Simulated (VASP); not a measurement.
Runs of VASP 6.6.1 on C. The structure is that of space group Pm-3m (No. 221), or close to it. The cells are those of the table. 

| task | spin | cell | k mesh | cutoff (eV) | gap on the mesh (eV) | pressure (GPa) |
| --- | --- | --- | --- | --- | --- | --- |
| single point | off | a = 1.694 Å, 1 atom | 29 × 29 × 29 | 520 | none | 60.3 |
| single point | off | a = 1.768 Å, 1 atom | 16 × 16 × 16 | 520 | none | 0.1 |
| single point | off | a = 1.768 Å, 1 atom | 9 × 9 × 9 | 600 | none | (a) |
| single point | non-collinear, zero start, SOC | a = 1.768 Å, 1 atom | 17 × 17 × 17 | 520 | - | 6.7 |
| single point | off | a = 1.836 Å, 1 atom | 29 × 29 × 29 | 520 | none | (b) |
| single point | off | a = 1.768 Å, 1 atom | 29 × 29 × 29 | 520 | none | 3.2 |
| single point | off | a = 1.791 Å, 1 atom | 29 × 29 × 29 | 520 | none | (c) |
| single point | off | a = 1.720 Å, 1 atom | 29 × 29 × 29 | 520 | none | 37.3 |
| relaxation of cell and atoms | off | relaxed from a = 1.926 Å, 1 atom | 16 × 16 × 16 | 600 | none | 0.0 |
| single point | off | a = 1.814 Å, 1 atom | 29 × 29 × 29 | 520 | none | -18.3 |
| single point | off | a = 1.744 Å, 1 atom | 29 × 29 × 29 | 520 | none | 18.3 |

Alike in all rows: level PBE; potentials or basis VASP PAW PBE potentials, release 64 (C); smearing fermi-dirac 0.1 eV.

Question: Fill in the values left out.

Answer: (a) 5.0; (b) -26.4; (c) -8.7.

Caveats: some runs use coarse meshes.

A gap of «none» marks levels without a gap at the run's occupations.
